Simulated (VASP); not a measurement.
# MnS (Fm-3m) in VASP: notebook

The runs below take MnS through single point, with RPBE+D3(BJ), PBEsol+D3(BJ).

Everything below comes from runs of VASP 6.6.1. Logs are shortened: lines on timing, memory, paths and dates and some standing lists are left out, and cuts for length are marked.

### 1 The cell of the first run

Symmetry: Fm-3m, No. 225, cubic system. Conventional cell: a = 5.018 Å, b = 5.018 Å, c = 5.018 Å, α = 90.00°, β = 90.00°, γ = 90.00°. Mn (site symmetry m-3m) has 6 S at 2.51 Å within 3.3 Å. Within 3.3 Å of S (site symmetry m-3m) lie 6 Mn at 2.51 Å.

### 2 Single point, RPBE+D3(BJ), collinear spin, ferromagnetic start

Contents of INCAR:

```
SYSTEM = MnS
ALGO     = Normal         ! electronic algorithm
EDIFF    = 1E-6           ! SCF threshold, eV
ENCUT    = 520            ! plane-wave cutoff, eV
GGA      = RP             ! functional
ISIF     = 2              ! what is computed and relaxed
ISMEAR   = -1             ! smearing method
ISPIN    = 2              ! spin polarisation
IVDW     = 12             ! dispersion correction
LASPH    = .TRUE.         ! aspherical terms in the spheres
LCHARG   = .FALSE.        ! write CHGCAR
LMAXMIX  = 4              ! l up to which the mixer works
LORBIT   = 11             ! projections on sites
LREAL    = .FALSE.        ! projectors in reciprocal space
LWAVE    = .FALSE.        ! write WAVECAR
MAGMOM   = 4 0            ! initial moments
NBANDS   = 20             ! bands
NELM     = 150            ! most SCF steps
PREC     = Accurate       ! precision mode
SIGMA    = 0.05           ! smearing width, eV
```

Contents of KPOINTS:

```
k-points
0
G
  9 9 9
  0 0 0
```

Contents of POSCAR:

```
MnS
1.0
    0.0000000000      2.5087500330      2.5087500330
    2.5087500330      0.0000000000      2.5087500330
    2.5087500330      2.5087500330      0.0000000000
Mn S
1 1
Direct
    0.0000000000      0.0000000000      0.0000000000
    0.5000000000      0.5000000000      0.5000000000
```

Potentials or basis: VASP PAW PBE potentials, release 64 (Mn_pv, S).

Command:

```bash
> cat potpaw_PBE.64/Mn_pv/POTCAR potpaw_PBE.64/S/POTCAR > POTCAR
> mpirun -np 1 vasp_std > vasp.out
```

OUTCAR:

```text
SYSTEM = MnS
   EDIFF = 1E-6
   ENCUT = 520
   GGA = RP
   ISIF = 2
   ISMEAR = -1
   ISPIN = 2
   IVDW = 12
   LASPH = .TRUE.
   LORBIT = 11
   LREAL = .FALSE.
   NELM = 150
   PREC = Accurate
 IVDW          = 12

 ion  position               nearest neighbor table
   1  0.000  0.000  0.000-   2 2.51   2 2.51   2 2.51   2 2.51   2 2.51   2 2.51
   2  0.500  0.500  0.500-   1 2.51   1 2.51   1 2.51   1 2.51   1 2.51   1 2.51

  LATTYP: Found a face centered cubic cell.
 ALAT       =     5.0175000660

  Lattice vectors:

 A1 = (   0.0000000000,   2.5087500330,   2.5087500330)
 A2 = (   2.5087500330,   0.0000000000,   2.5087500330)
 A3 = (   2.5087500330,   2.5087500330,   0.0000000000)

Analysis of symmetry for initial positions (statically):
=====================================================================
 Subroutine PRICEL returns:
 Original cell was already a primitive cell.

 Routine SETGRP: Setting up the symmetry group for a
 face centered cubic supercell.

 Subroutine GETGRP returns: Found 48 space group operations
 (whereof 48 operations were pure point group operations)
 out of a pool of 48 trial point group operations.

The static configuration has the point symmetry O_h .

Analysis of symmetry for dynamics (positions and initial velocities):
=====================================================================
 Subroutine PRICEL returns:
 Original cell was already a primitive cell.

 Routine SETGRP: Setting up the symmetry group for a
 face centered cubic supercell.

 Subroutine GETGRP returns: Found 48 space group operations
 (whereof 48 operations were pure point group operations)
 out of a pool of 48 trial point group operations.

The dynamic configuration has the point symmetry O_h .

Analysis of structural, dynamic, and magnetic symmetry:
=====================================================================
 Subroutine PRICEL returns:
 Original cell was already a primitive cell.

 Routine SETGRP: Setting up the symmetry group for a
 face centered cubic supercell.

 Subroutine GETGRP returns: Found 48 space group operations
 (whereof 48 operations were pure point group operations)
 out of a pool of 48 trial point group operations.

The overall configuration has the point symmetry O_h .

 Subroutine INISYM returns: Found 48 space group operations
 (whereof 48 operations are pure point group operations),
 and found     1 'primitive' translations

----------------------------------------------------------------------------------------

[... 114 lines left out ...]
  Fermi-wavevector in a.u.,A,eV,Ry     =   1.382055  2.611705 25.988160  1.910076
  Thomas-Fermi vector in A             =   2.506782
   LORBIT       =     11    0 simple, 1 ext, 2 COOP (PROOUT), +10 PAW based schemes
   GGA     = RP    functional components
   LHFCALC =     F    Hartree Fock is set to
   AEXX    =    0.0000 exact exchange contribution
   IVDW    =    12    specifies the selected vdW correction
   LEPSILON=     F    determine dielectric tensor
   LRPA    =     F    only Hartree local field effects (RPA)
 spin polarized calculation
  energy-cutoff  :      520.00
  volume of cell :       31.58
 maximum number of plane-waves:       869
   NGX = 13   NGY = 13   NGZ = 13

 number of electron      19.0000005 magnetization       4.4269376

 Free energy of the ion-electron system (eV)
  ---------------------------------------------------
  ext. energy  EPLUGINS =         0.00000000
  ---------------------------------------------------
  free energy    TOTEN  =       -13.37203734 eV

  energy without entropy =      -13.36261483  energy(sigma->0) =      -13.36732609

 E-fermi :   8.1194     XC(G=0): -11.0894

 val. band max:        8.1145511864   @ k =   0.4444   0.2222   0.0000
 cond. band min:       8.1207942680   @ k =   0.0000   0.0000   0.0000
 fundamental gap:      0.0062430816
 Fermi energy:         8.1194051171

 spin component 1

 k-point     1 :       0.0000    0.0000    0.0000
  band No.  band energies     occupation
      1     -42.5917      1.00000
      2     -42.5917      1.00000
      3     -42.5917      1.00000
      4      -7.3415      1.00000
      5       4.5959      1.00000
      6       4.5959      1.00000
[... 541 lines left out ...]
     19      23.3710      0.00000
     20      23.3710      0.00000

 [... further k-points ...]

 spin component 2

 k-point     1 :       0.0000    0.0000    0.0000
  band No.  band energies     occupation
      1     -38.2605      1.00000
      2     -38.2605      1.00000
      3     -38.2605      1.00000
      4      -7.0529      1.00000
      5       6.2311      1.00000
      6       6.2311      1.00000
[... 541 lines left out ...]
     19      23.9181      0.00000
     20      23.9181      0.00000

 [... further k-points ...]

------------------------ aborting loop because EDIFF is reached ----------------------------------------

 Edisp (eV)   -3.97178

 E8    (eV) :    -2.4334

  FORCE on cell =-STRESS in cart. coord.  units (eV):
  Direction    XX          YY          ZZ          XY          YZ          ZX
  --------------------------------------------------------------------------------------
  -------------------------------------------------------------------------------------
  Total      -0.01736    -0.01736    -0.01736     0.00000     0.00000    -0.00000
  in kB      -0.88051    -0.88051    -0.88051     0.00000     0.00000    -0.00000
  external pressure =       -0.88 kB  Pullay stress =        0.00 kB

 VOLUME and BASIS-vectors are now :
 -----------------------------------------------------------------------------
  energy-cutoff  :      520.00
  volume of cell :       31.58
      direct lattice vectors                 reciprocal lattice vectors
     0.000000000  2.508750033  2.508750033    -0.199302439  0.199302439  0.199302439
     2.508750033  0.000000000  2.508750033     0.199302439 -0.199302439  0.199302439
     2.508750033  2.508750033  0.000000000     0.199302439  0.199302439 -0.199302439

 POSITION                                       TOTAL-FORCE (eV/Angst)
 -----------------------------------------------------------------------------------
      0.00000      0.00000      0.00000        -0.000000     -0.000000     -0.000000
      2.50875      2.50875      2.50875         0.000000      0.000000      0.000000
 -----------------------------------------------------------------------------------
    total drift:                               -0.000000      0.000000      0.000000

  FREE ENERGIE OF THE ION-ELECTRON SYSTEM (eV)
  ---------------------------------------------------
  free  energy   TOTEN  =       -17.3438198033 eV

  energy  without entropy=      -17.3343972950  energy(sigma->0) =      -17.33910855

 total charge

# of ion       s       p       d       tot
------------------------------------------
    1        0.232   6.197   4.977  11.406
    2        1.330   2.439   0.000   3.769
--------------------------------------------------
tot          1.562   8.636   4.977  15.176

 magnetization (x)

# of ion       s       p       d       tot
------------------------------------------
    1        0.053   0.045   3.954   4.052
    2        0.027   0.053   0.000   0.080
--------------------------------------------------
tot          0.080   0.098   3.954   4.132
```

stdout:

```text
POSCAR found type information on POSCAR MnS
 POSCAR found :  2 types and       2 ions
 scaLAPACK will be used
 -----------------------------------------------------------------------------
|                                                                             |
|                                                                             |
|     You enforced a specific xc type in the INCAR file but a different       |
|     I HOPE YOU KNOW WHAT YOU ARE DOING!                                     |
|                                                                             |
 -----------------------------------------------------------------------------

 LDA part: xc-table for (Slater+PW92), standard interpolation
 POSCAR, INCAR and KPOINTS ok, starting setup
 FFT: planning ... GRIDC
 FFT: planning ... GRID_SOFT
 FFT: planning ... GRID
 WAVECAR not read
 entering main loop
```

Wall time 76 s (1 thread of AMD EPYC 9755, shared host); peak memory 0.16 GiB.

Results:

```
Free energy                                           : -17.3438 eV
Pressure                                              : -0.1 GPa
Net moment                                            : 4.43 μB per cell
Site moments                                          : Mn +4.05; S +0.08 μB
Valence electrons inside the program's atomic spheres : Mn 11.41; S 3.77
Dispersion energy per atom                            : -1.986 eV
```

Caveat: the dispersion term is far too large for a dense solid, which distorts pressure and volume; the PAW data sets were made with another functional, which shifts forces and pressure a little; a cell with one magnetic atom can't hold antiferromagnetic order, which such compounds often take; semilocal functionals often make such compounds metallic where correlation or magnetic order opens a gap, which also shifts bond lengths. With open d or f shells a metallic result of RPBE can be an artefact of self-interaction; +U or a hybrid may open a gap.

### 3 Single point, PBEsol+D3(BJ), collinear spin, ferromagnetic start

Contents of INCAR:

```
SYSTEM = MnS
PREC = Accurate
ENCUT = 520
EDIFF = 1E-6
ISMEAR = -1
SIGMA = 0.05
LREAL = .FALSE.
LASPH = .TRUE.
NELM = 150
ALGO = Normal
ISIF = 2
LWAVE = .FALSE.
LCHARG = .FALSE.
ISPIN = 2
MAGMOM = 4 0
LORBIT = 11
LMAXMIX = 4
GGA = PS
IVDW = 12
NBANDS = 20
```

Contents of KPOINTS:

```
Automatic mesh
0
G
  9 9 9
  0 0 0
```

Contents of POSCAR:

```
MnS
1.0
    0.0000000000      2.5073762839      2.5073762839
    2.5073762839      0.0000000000      2.5073762839
    2.5073762839      2.5073762839      0.0000000000
Mn S
1 1
Direct
    0.0000000000      0.0000000000      0.0000000000
    0.5000000000      0.5000000000      0.5000000000
```

Potentials or basis: VASP PAW PBE potentials, release 64 (Mn_pv, S).

Command:

```bash
> cat potpaw_PBE.64/Mn_pv/POTCAR potpaw_PBE.64/S/POTCAR > POTCAR
> mpirun -np 1 vasp_std > vasp.out
```

It took 63 s on 1 thread of AMD EPYC 9755, shared host; peak memory 0.16 GiB.

The run converged. Its results:

```
Free energy                                           : -15.7658 eV
Pressure                                              : 0.2 GPa
Net moment                                            : 4.29 μB per cell
Site moments                                          : Mn +3.93; S +0.07 μB
Valence electrons inside the program's atomic spheres : Mn 11.44; S 3.71
Dispersion energy per atom                            : -0.397 eV
```

Levels at points of the mesh, in eV from the Fermi level:
Spin up:
```csv
k point,band 10,band 11,band 12,band 13,band 14,band 15
"(0.00, 0.00, 0.00)",-2.02,-2.02,-2.02,2.56,8.83,8.83
```
Spin down:
```
           k point  band 4  band 5  band 6  band 7  band 8  band 9  band 10  band 11
(0.00, 0.00, 0.00)  -15.12   -1.80   -1.80   -1.80   -0.11   -0.11    -0.11     0.01
```

Caveat: the PAW data sets were made with another functional, which shifts forces and pressure a little; a cell with one magnetic atom can't hold antiferromagnetic order, which such compounds often take; semilocal functionals often make such compounds metallic where correlation or magnetic order opens a gap, which also shifts bond lengths. With open d or f shells a metallic result of PBEsol can be an artefact of self-interaction; +U or a hybrid may open a gap.
